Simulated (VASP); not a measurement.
Runs of VASP 6.6.1 on InBi. The structure is that of space group F-43m (No. 216), or close to it. The cells are those of the table. 

```tsv
cell	gap on the mesh (eV)	pressure (GPa)
a = 4.785 Å, angles 60.0°, 2 atoms	none	-1.4
a = 4.654 Å, angles 60.0°, 2 atoms	none	1.7
a = 4.869 Å, angles 60.0°, 2 atoms	none	-2.8
a = 4.827 Å, angles 60.0°, 2 atoms	none	-2.2
a = 4.742 Å, angles 60.0°, 2 atoms	none	(b)
a = 4.909 Å, angles 60.0°, 2 atoms	none	-3.3
a = 4.698 Å, angles 60.0°, 2 atoms	none	(a)
```

Alike in all rows: task single point; level LDA; potentials or basis VASP PAW LDA potentials, release 64 (In_d, Bi_d); no spin polarisation; k mesh 6 × 6 × 6; cutoff (eV) 520; smearing fermi-dirac 0.3 eV.

Estimate the missing entries.

(a) 0.5; (b) -0.5.

Caveats: spin-orbit coupling is left out, which moves the levels of the heavy elements.

A k mesh can miss the band edges, and the runs leave out spin-orbit coupling on Bi, In.

A gap of «none» marks levels without a gap at the run's occupations.
